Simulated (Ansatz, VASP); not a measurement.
# Cu3N: VASP beside Ansatz

```xyz
4
Lattice="3.7650 0.0000 0.0000 0.0000 3.7650 0.0000 0.0000 0.0000 3.7650" Properties=species:S:1:pos:R:3 pbc="T T T"
Cu    1.8825    0.0000    0.0000
Cu    0.0000    1.8825    0.0000
Cu    0.0000    0.0000    1.8825
N     0.0000    0.0000    0.0000
```

Alike in both runs: functional PBEsol; k mesh 12 × 12 × 12; occupations gaussian, width 0.1 eV; no spin polarisation.

Ansatz relaxed the structure, and its values are those at the end. VASP's run is a single point on that final structure, the one shown.

|  | VASP | Ansatz |
| --- | --- | --- |
| version | VASP 6.6.1 | Ansatz 0.2.0 |
| potentials or method | VASP PAW PBE potentials, release 64 (Cu, N), cutoff 600 eV | scalar-relativistic, plane waves, PAW |
| valence electrons in the cell | 38 | 62 |

```tsv
	VASP	Ansatz	Ansatz less VASP
pressure (GPa)	0.8	0.0	-0.75
```

VASP's potentials were made for PBE, not for PBEsol. The functional is the same, so the differences come from potentials, cutoffs and numerics. VASP's potentials hold 38 valence electrons a cell and Ansatz's 62, so a difference there can come from the potentials and not from the codes.
